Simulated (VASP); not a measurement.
# Ti (P6_3/mmc) in VASP: further runs

Runs on Ti. Level: LDA. Tasks: single point.

Everything below comes from runs of VASP 6.6.1. Logs are shortened: lines on timing, memory, paths and dates and some standing lists are left out, and cuts for length are marked.

**1. The cell of the first run**

The structure is hexagonal, space group P6_3/mmc (No. 194). Conventional cell: a = 2.864 Å, b = 2.864 Å, c = 4.540 Å, α = 90.00°, β = 90.00°, γ = 120.00°. Within 3.7 Å of Ti (site symmetry -6m2) lie 12 Ti at 2.81 to 2.86 Å.

**2. Single point, LDA**

The input, INCAR:

```
PREC     = Accurate       # precision mode
ENCUT    = 520            # plane-wave cutoff, eV
EDIFF    = 1E-6           # SCF threshold, eV
ISMEAR   = -1             # smearing method
SIGMA    = 0.1            # smearing width, eV
LREAL    = F              # projectors in reciprocal space
LASPH    = T              # aspherical terms in the spheres
NELM     = 100            # most SCF steps
ALGO     = Normal         # electronic algorithm
ISIF     = 2              # what is computed and relaxed
LWAVE    = F              # write WAVECAR
LCHARG   = F              # write CHGCAR
NBANDS   = 19             # bands
```

The input, KPOINTS:

```
regular mesh
0
Gamma
  2 2 1
```

The input, POSCAR:

```
Ti
1.0
    2.8638698861      0.0000000000      0.0000000000
   -1.4319349430      2.4801840745      0.0000000000
    0.0000000000      0.0000000000      4.5399943151
Ti
2
Direct
    0.3333333333      0.6666666667      0.2500000000
    0.6666666667      0.3333333333      0.7500000000
```

Potentials or basis: VASP PAW LDA potentials, release 64 (Ti_sv).

Command:

```console
$ cat potpaw_LDA.64/Ti_sv/POTCAR > POTCAR
$ mpirun -np 1 vasp_std > vasp.out
```

OUTCAR:

```text
PREC = Accurate
   ENCUT = 520
   EDIFF = 1E-6
   ISMEAR = -1
   LREAL = F
   LASPH = T
   NELM = 100
   ISIF = 2

 ion  position               nearest neighbor table
   1  0.333  0.667  0.250-   2 2.81   2 2.81   2 2.81   2 2.81   2 2.81   2 2.81
   2  0.667  0.333  0.750-   1 2.81   1 2.81   1 2.81   1 2.81   1 2.81   1 2.81

  LATTYP: Found a hexagonal cell.
 ALAT       =     2.8638698861
 C/A-ratio  =     1.5852655657

  Lattice vectors:

 A1 = (   2.8638698861,   0.0000000000,   0.0000000000)
 A2 = (  -1.4319349430,   2.4801840745,   0.0000000000)
 A3 = (   0.0000000000,   0.0000000000,   4.5399943151)

Analysis of symmetry for initial positions (statically):
=====================================================================
 Subroutine PRICEL returns:
 Original cell was already a primitive cell.

 Routine SETGRP: Setting up the symmetry group for a
 hexagonal supercell.

 Subroutine GETGRP returns: Found 24 space group operations
 (whereof 12 operations were pure point group operations)
 out of a pool of 24 trial point group operations.

The static configuration has the point symmetry D_3d.
 The point group associated with its full space group is D_6h.

Analysis of symmetry for dynamics (positions and initial velocities):
=====================================================================
 Subroutine PRICEL returns:
 Original cell was already a primitive cell.

 Routine SETGRP: Setting up the symmetry group for a
 hexagonal supercell.

 Subroutine GETGRP returns: Found 24 space group operations
 (whereof 12 operations were pure point group operations)
 out of a pool of 24 trial point group operations.

The dynamic configuration has the point symmetry D_3d.
 The point group associated with its full space group is D_6h.

 Subroutine INISYM returns: Found 24 space group operations
 (whereof 12 operations are pure point group operations),
 and found     1 'primitive' translations

----------------------------------------------------------------------------------------

                                     Primitive cell

  volume of cell :      32.2472

  direct lattice vectors                    reciprocal lattice vectors
     2.863869886  0.000000000  0.000000000     0.349177875  0.201597940  0.000000000
    -1.431934943  2.480184074  0.000000000     0.000000000  0.403195880  0.000000000
     0.000000000  0.000000000  4.539994315     0.000000000  0.000000000  0.220264593

  length of vectors
     2.863869886  2.863869886  4.539994315     0.403195880  0.403195880  0.220264593

  position of ions in fractional coordinates (direct lattice)
     0.333333333  0.666666667  0.250000000
     0.666666667  0.333333333  0.750000000

  ion indices of the primitive-cell ions
   primitive index   ion index
                 1           1
                 2           2

----------------------------------------------------------------------------------------

 KPOINTS: regular mesh

Automatic generation of k-mesh.
 Grid dimensions read from file:
 generate k-points for:    2    2    1

 Generating k-lattice:

  Cartesian coordinates                     Fractional coordinates (reciprocal lattice)
     0.174588937  0.100798970  0.000000000     0.500000000 -0.000000000  0.000000000
     0.000000000  0.201597940  0.000000000     0.000000000  0.500000000  0.000000000
     0.000000000  0.000000000  0.220264593     0.000000000  0.000000000  1.000000000

  Length of vectors
     0.201597940  0.201597940  0.220264593

  Shift w.r.t. Gamma in fractional coordinates (k-lattice)
     0.000000000  0.000000000  0.000000000

 Subroutine IBZKPT returns following result:
 ===========================================

 Found      2 irreducible k-points:

 Following reciprocal coordinates:
            Coordinates               Weight
  0.000000  0.000000  0.000000      1.000000
  0.500000 -0.000000  0.000000      3.000000
   k-points           NKPTS =      2   k-points in BZ     NKDIM =      2   number of bands    NBANDS=     19
   number of dos      NEDOS =    301   number of ions     NIONS =      2
   total plane-waves  NPLWV =  20736
   dimension x,y,z NGX =    24 NGY =   24 NGZ =   36
   dimension x,y,z NGXF=    48 NGYF=   48 NGZF=   72
   ions per type =               2
   NGX,Y,Z   is equivalent  to a cutoff of  13.93, 13.93, 13.18 a.u.
   NGXF,Y,Z  is equivalent  to a cutoff of  27.86, 27.86, 26.37 a.u.
 SYSTEM =  unknown system
   PREC   = accura    normal or accurate (medium, high low for compatibility)
   ISTART =      0    job   : 0-new  1-cont  2-samecut
   ICHARG =      2    charge: 1-file 2-atom 10-const
   ISPIN  =      1    spin polarized calculation?
   LNONCOLLINEAR =      F non collinear calculations
   LSORBIT =      F    spin-orbit coupling
   LASPH  =      T    aspherical Exc in radial PAW
   ENCUT  =  520.0 eV  38.22 Ry    6.18 a.u.   5.32  5.32  8.44*2*pi/ulx,y,z
   NELM   =    100;   NELMIN=  2; NELMDL= -5     # of ELM steps
   EDIFF  = 0.1E-05   stopping-criterion for ELM
   LREAL  =      F    real-space projection
   EDIFFG = 0.1E-04   stopping-criterion for IOM
   NSW    =      0    number of steps for IOM
   IBRION =     -1    ionic relax: 0-MD 1-quasi-New 2-CG
   NFREE  =      0    steps in history (QN), initial steepest desc. (CG)
   ISIF   =      2    stress and relaxation
   ISYM   =      2    0-nonsym 1-usesym 2-fastsym
   POTIM  = 0.5000    time-step for ionic-motion
   TEBEG  =    0.0;   TEEND  =   0.0 temperature during run
   PSTRESS=    0.0 pullay stress
   NELECT =      24.0000    total number of electrons
   NUPDOWN=      -1.0000    fix difference up-down
   EMIN   =  10.00;   EMAX   =-10.00  energy-range for DOS
   EFERMI =   0.00;   METHOD = LEGACY
   ISMEAR =    -1;   SIGMA  =   0.10  broadening in eV -4-tet -1-fermi 0-gaus
   EFERMI_NEDOS =   21; number of points for ismear=-14 and -15
   IALGO  =     38    algorithm
   IMIX   =      4    mixing-type and parameters
     AMIX     =   0.40;   BMIX     =  1.00
     AMIX_MAG =   1.60;   BMIX_MAG =  1.00
  volume/ion in A,a.u.               =      16.12       108.81
  Fermi-wavevector in a.u.,A,eV,Ry     =   1.483592  2.803582 29.947028  2.201044
  Thomas-Fermi vector in A             =   2.597234
   LORBIT       =      0    0 simple, 1 ext, 2 COOP (PROOUT), +10 PAW based schemes
   GGA     = CA    functional components
   LHFCALC =     F    Hartree Fock is set to
   AEXX    =    0.0000 exact exchange contribution
   IVDW    =     0    specifies the selected vdW correction
   LEPSILON=     F    determine dielectric tensor
   LRPA    =     F    only Hartree local field effects (RPA)
 non-spin polarized calculation
  energy-cutoff  :      520.00
  volume of cell :       32.25
 maximum number of plane-waves:       868
 NGX is ok and might be reduce to    24
   NGX = 11   NGY = 11   NGZ = 17

 number of electron      24.0000004 magnetization

 Free energy of the ion-electron system (eV)
  ---------------------------------------------------
  ext. energy  EPLUGINS =         0.00000000
  ---------------------------------------------------
  free energy    TOTEN  =       -18.01180940 eV

  energy without entropy =      -17.82622414  energy(sigma->0) =      -17.91901677

 E-fermi :   9.3682     XC(G=0): -12.1512

 val. band max:        9.3652714215   @ k =   0.5000  -0.0000   0.0000
 cond. band min:       9.5952584909   @ k =   0.5000  -0.0000   0.0000
 fundamental gap:      0.2299870694
 Fermi energy:         9.3681941901

 k-point     1 :       0.0000    0.0000    0.0000
  band No.  band energies     occupation
      1     -47.1975      2.00000
      2     -47.0045      2.00000
      3     -24.1686      2.00000
      4     -23.4880      2.00000
      5     -23.4880      2.00000
      6     -23.3600      2.00000
[... 11 lines left out ...]
     18      10.6269      0.00001
     19      12.3245      0.00000

 k-point     2 :       0.5000   -0.0000    0.0000
  band No.  band energies     occupation
      1     -47.0295      2.00000
      2     -46.9670      2.00000
      3     -24.1123      2.00000
      4     -23.9505      2.00000
      5     -23.7660      2.00000
      6     -23.6740      2.00000
[... 11 lines left out ...]
     18      12.7950      0.00000
     19      13.6908      0.00000

------------------------ aborting loop because EDIFF is reached ----------------------------------------

  FORCE on cell =-STRESS in cart. coord.  units (eV):
  Direction    XX          YY          ZZ          XY          YZ          ZX
  --------------------------------------------------------------------------------------
  -------------------------------------------------------------------------------------
  Total        2.1861663      2.1861663     -8.7219424      0.0000000     -0.0000000      0.0000000
  in kB      108.6178654    108.6178654   -433.3425039      0.0000000     -0.0000000      0.0000000
  external PRESSURE =     -72.0355910 kB  Pullay stress =       0.0000000 kB

 VOLUME and BASIS-vectors are now :
 -----------------------------------------------------------------------------
  energy-cutoff  :      520.00
  volume of cell :       32.25
      direct lattice vectors                 reciprocal lattice vectors
     2.863869886  0.000000000  0.000000000     0.349177875  0.201597940  0.000000000
    -1.431934943  2.480184074  0.000000000     0.000000000  0.403195880  0.000000000
     0.000000000  0.000000000  4.539994315     0.000000000  0.000000000  0.220264593

 POSITION                                       TOTAL-FORCE (eV/Angst)
 -----------------------------------------------------------------------------------
     -0.00000      1.65346      1.13500         0.000000     -0.000000      0.000000
      1.43193      0.82673      3.40500        -0.000000      0.000000      0.000000
 -----------------------------------------------------------------------------------
    total drift:                               -0.000000      0.000000     -0.000000

  FREE ENERGIE OF THE ION-ELECTRON SYSTEM (eV)
  ---------------------------------------------------
  free  energy   TOTEN  =       -18.0118094001 eV

  energy  without entropy=      -17.8262241395  energy(sigma->0) =      -17.91901677
```

Run time: 2 s. Hardware: 1 thread of Intel Xeon Platinum 8559C (Emerald Rapids), shared host; peak memory 0.12 GiB.

Results:

| Quantity | Value |
| --- | --- |
| Free energy | -18.0118 eV |
| Pressure | -7.2 GPa |
| Band gap on the k mesh | zero (band 12 reaches 9.60 eV, above the bottom of band 13 at 9.37 eV) |

Caveat: the k points lie up to 1.38 Å⁻¹ apart.

(Continued in part 2 of 2.)
